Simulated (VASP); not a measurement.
Set up this calculation in VASP 6.6.1, as the native input.

* Task: single point
* Functional: PBE
* Potentials or basis: VASP PAW PBE potentials, release 64 (Ga_d)
* Cutoff: 520 eV
* k mesh: 13 × 13 × 13
* Occupations: fermi-dirac, width 0.05 eV
* Spin: no spin polarisation
* Dipole correction: no
* Further INCAR settings: ALGO = Normal; EDIFF = 1e-06; NBANDS = 12

The structure of Ga lies in POSCAR:

```
Ga
1.0
   -1.4454407527      1.4454407527      2.2661595494
    1.4454407527     -1.4454407527      2.2661595494
    1.4454407527      1.4454407527     -2.2661595494
Ga
1
Direct
    0.0000000000      0.0000000000      0.0000000000
```

These files were run (other wordings do the same):

INCAR

```
ALGO = Normal ; EDIFF = 1E-6
ENCUT = 520 ; GGA = PE
ISIF = 2 ; ISMEAR = -1
LASPH = True ; LCHARG = False
LREAL = False ; LWAVE = False
NBANDS = 12 ; NELM = 100
PREC = Accurate ; SIGMA = 0.05
```

KPOINTS

```
k-points
0
Gamma
  13 13 13
```

Potentials or basis: VASP PAW PBE potentials, release 64 (Ga_d).

Launch:

```bash
$ cat potpaw_PBE.64/Ga_d/POTCAR > POTCAR
$ mpirun -np 1 vasp_std > vasp.out
```

Results of the run:

```yaml
Pressure: 0.0 GPa
Band_gap_on_the_k_mesh: zero (an odd number of electrons rules out a gap without spin polarisation)
```

It took 51 s on 1 thread of AMD EPYC 7R13, on a shared host, peak memory 0.14 GiB.
